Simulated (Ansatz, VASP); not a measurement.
One calculation of BN, two programs

```
B N
1.0
     0.00000    1.94920    1.94920
     1.94920    0.00000    1.94920
     1.94920    1.94920    0.00000
B N
1 1
Direct
  0.00000 0.00000 0.00000
  0.75000 0.75000 0.75000
```

Change from the starting cell: strain +0.080 along x and y, +0.080 along z, atoms carried along.

Alike in both runs: task single point; functional r2SCAN; k mesh 12 × 12 × 12; occupations gaussian, width 0.05 eV; no spin polarisation.

|  | VASP | Ansatz |
| --- | --- | --- |
| version | VASP 6.6.1 | Ansatz 0.2.0 |
| potentials or method | VASP PAW PBE potentials, release 64 (B, N), cutoff 520 eV | scalar-relativistic, plane waves, PAW |
| valence electrons in the cell | 8 | 8 |

VASP gave:

| Item | Value |
| --- | --- |
| gap on the k mesh at the Fermi level (eV) | 4.66 |
| least direct gap on the mesh (eV) | 7.43 |
| pressure (GPa) | -58.5 |

Task: Estimate Ansatz's values.

Result: gap on the k mesh at the Fermi level (eV): 4.66; least direct gap on the mesh (eV): 7.39; pressure (GPa): -58.8.

VASP's potentials were made for PBE, not for r2SCAN. Both programs put the cell under strong tension, so it lies far from rest at this level.

Noted on VASP's run: the cell as given lies far from equilibrium.
